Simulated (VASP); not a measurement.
Set up this calculation in VASP 6.6.1, as the native input.

- Task: single point
- Functional: PBE
- Potentials or basis: VASP PAW PBE potentials, release 64 (Cd, Se)
- Cutoff: 520 eV
- k mesh: 10 × 10 × 10
- Occupations: gaussian, width 0.05 eV
- Spin: no spin polarisation
- Dipole correction: no
- Further INCAR settings: ALGO = Normal; EDIFF = 1e-06; NBANDS = 16

The structure of CdSe lies in POSCAR:

```
CdSe
1.0
   -0.2272687163      2.6336524725      3.0984146735
    3.0984146735     -0.2272687163      3.0984146735
    2.8711459572      2.4063837562      0.0000000000
Cd Se
1 1
Direct
    0.0000000000      0.0000000000      0.0000000000
    0.7500000000      0.7500000000      0.7500000000
```

This cell differs from its parent crystal: engineering shear strain xz -0.1467, normal strain along z -0.1500.

One way to write it, as run:

INCAR

```
SYSTEM = CdSe
PREC = Accurate
ENCUT = 520
EDIFF = 1E-6
ISMEAR = 0
SIGMA = 0.05
LREAL = .False.
LASPH = .True.
NELM = 80
ALGO = Normal
ISIF = 2
LWAVE = .False.
LCHARG = .False.
GGA = PE
NBANDS = 16
```

KPOINTS

```
regular mesh
0
Gamma
  10 10 10
  0 0 0
```

Potentials or basis: VASP PAW PBE potentials, release 64 (Cd, Se).

Launch:

```bash
$ cat potpaw_PBE.64/Cd/POTCAR potpaw_PBE.64/Se/POTCAR > POTCAR
$ mpirun -np 1 vasp_std > vasp.out
```

Results of the run:

```yaml
Pressure: 12.9 GPa
Largest_force: 1.902 eV/Å
Band_gap_on_the_k_mesh: 0.20 eV
```

Caveat: the cell differs from its parent crystal (engineering shear strain xz -0.1467, normal strain along z -0.1500); the cell stands under pressure; semilocal functionals underestimate gaps, and a narrow one can read as zero; forces of over 1 eV/Å act on the atoms, so gaps and moduli don't describe the material at rest.

Run time: 96 s on 1 thread of Intel(R) Xeon(R) 6975P-C (Granite Rapids), with other jobs on the host, peak memory 0.36 GiB.
